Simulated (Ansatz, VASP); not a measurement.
**One calculation of V, two programs**

```
V
1.0
    -1.49837    1.49837    1.49837
     1.49837   -1.49837    1.49837
     1.49837    1.49837   -1.49837
V
1
Direct
  0.00000 0.00000 0.00000
```

Alike in both runs: functional PBE; k mesh 20 × 20 × 20; occupations methfessel-paxton of order 1, width 0.1 eV; no spin polarisation.

Ansatz relaxed the structure, and its values are those at the end. VASP's run is a single point on that final structure, the one shown.

|  | VASP | Ansatz |
| --- | --- | --- |
| version | VASP 6.6.1 | Ansatz 0.2.0 |
| potentials or method | VASP PAW PBE potentials, release 64 (V_sv) | scalar-relativistic, plane waves, PAW |
| plane-wave cutoff (eV) | 520 | 420 |
| valence electrons in the cell | 13 | 13 |

```csv
,VASP,Ansatz,Ansatz less VASP
gap on the k mesh at the Fermi level (eV),none,none,-
pressure (GPa),0.2,0.0,-0.23
```

A gap of «none» marks a metal or a gap that the smearing closes.
